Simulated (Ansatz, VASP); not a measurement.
# Two plane-wave programs on TaN

The input POSCAR:

```
TaN
1.0
    2.1982663152      2.1982663152      0.0000000000
   -2.1982663152      2.1982663152      0.0000000000
    0.0000000000      0.0000000000      4.3305846410
Ta N
2 2
Direct
    0.5000000000      0.5000000000      0.0000000000
    0.0000000000      0.0000000000      0.5000000000
    0.0000000000      0.0000000000      0.0000000000
    0.5000000000      0.5000000000      0.5000000000
```

INCAR.step1

```
SYSTEM = TaN
ALGO     = Normal         ! electronic algorithm
EDIFF    = 1E-4           ! SCF threshold, eV
ENCUT    = 520            ! plane-wave cutoff, eV
GGA      = PE             ! functional
ISMEAR   = 0              ! smearing method
LASPH    = .True.         ! aspherical terms in the spheres
LCHARG   = .False.        ! write CHGCAR
LREAL    = .False.        ! projectors in reciprocal space
LWAVE    = .True.         ! write WAVECAR
NBANDS   = 24             ! bands
NELM     = 80             ! most SCF steps
PREC     = Accurate       ! precision mode
SIGMA    = 0.1            ! smearing width, eV
```

The input INCAR.step2:

```
SYSTEM = TaN
ALGO     = Normal         ! electronic algorithm
EDIFF    = 1E-6           ! SCF threshold, eV
ENCUT    = 520            ! plane-wave cutoff, eV
ISIF     = 2              ! what is computed and relaxed
ISMEAR   = 0              ! smearing method
ISTART   = 1            
LASPH    = .True.         ! aspherical terms in the spheres
LCHARG   = .False.        ! write CHGCAR
LMIXTAU  = .True.       
LREAL    = .False.        ! projectors in reciprocal space
LWAVE    = .False.        ! write WAVECAR
METAGGA  = R2SCAN         ! meta-GGA
NBANDS   = 24             ! bands
NELM     = 80             ! most SCF steps
PREC     = Accurate       ! precision mode
SIGMA    = 0.1            ! smearing width, eV
```

KPOINTS

```
k-points
0
Gamma
  16 16 12
  0 0 0
```

Input for Ansatz:

```yaml
crystal:
  lattice:
    - [2.1982663152, 2.1982663152, 0.0]
    - [-2.1982663152, 2.1982663152, 0.0]
    - [0.0, 0.0, 4.330584641]
  atoms:
    - { symbol: Ta, position: [0.5, 0.5, 0.0] }
    - { symbol: Ta, position: [0.0, 0.0, 0.5] }
    - { symbol: "N", position: [0.0, 0.0, 0.0] }
    - { symbol: "N", position: [0.5, 0.5, 0.5] }
basis:
  ecutwfc: 500
kpoints:
  mp_grid: { grid: [16, 16, 12] }
hamiltonian:
  xc: r2scan
scf:
  occupations: { method: gaussian, width: 0.1 }
output:
  forces: true
  stress: true
  eigenvalues: true
```

Change from the starting cell: strain along c alone, the other axes held, atoms relaxed: -1.5 %.

Alike in both runs: task single point; functional r2SCAN; k mesh 16 × 16 × 12; occupations gaussian, width 0.1 eV; no spin polarisation.

```csv
,VASP,Ansatz
version,VASP 6.6.1,Ansatz 0.2.0
potentials or method,"VASP PAW PBE potentials, release 64 (Ta_pv, N), cutoff 520 eV","scalar-relativistic, plane waves, PAW"
valence electrons in the cell,32,36
```

```csv
,VASP,Ansatz,Ansatz less VASP
gap on the k mesh at the Fermi level (eV),none,none,-
pressure (GPa),7.7,5.7,-2.05
"traceless stress, the component that is largest in VASP (GPa)",5.94,5.92,-0.015
```

VASP's potentials were made for PBE, not for r2SCAN. A gap of «none» marks a metal or a gap that the smearing closes. VASP's potentials hold 32 valence electrons a cell and Ansatz's 36, so a difference there can come from the potentials and not from the codes.

Neither program's run includes spin-orbit coupling.
